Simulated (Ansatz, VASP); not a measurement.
## Na2Hg in VASP and in Ansatz

```
Na Hg
1.0
     0.00000    3.69532    3.69532
     3.69532    0.00000    3.69532
     3.69532    3.69532    0.00000
Na Hg
2 1
Direct
  0.25000 0.25000 0.25000
  0.75000 0.75000 0.75000
  0.00000 0.00000 0.00000
```

Alike in both runs: functional PBE; k mesh 6 × 6 × 6; occupations gaussian, width 0.1 eV; no spin polarisation.

Ansatz relaxed the structure, and its values are those at the end. VASP's run is a single point on that final structure, the one shown.

|  | VASP | Ansatz |
| --- | --- | --- |
| version | VASP 6.6.1 | Ansatz 0.2.0 |
| potentials or method | VASP PAW PBE potentials, release 64 (Na_pv, Hg), cutoff 520 eV | scalar-relativistic, plane waves, PAW |
| valence electrons in the cell | 26 | 38 |

|  | VASP | Ansatz | Ansatz less VASP |
| --- | --- | --- | --- |
| gap on the k mesh at the Fermi level (eV) | none | none | - |
| pressure (GPa) | 0.0 | 0.0 | +0.02 |

A gap of «none» marks a metal or a gap that the smearing closes. VASP's potentials hold 26 valence electrons a cell and Ansatz's 38, so a difference there can come from the potentials and not from the codes.

Spin-orbit coupling is off throughout.
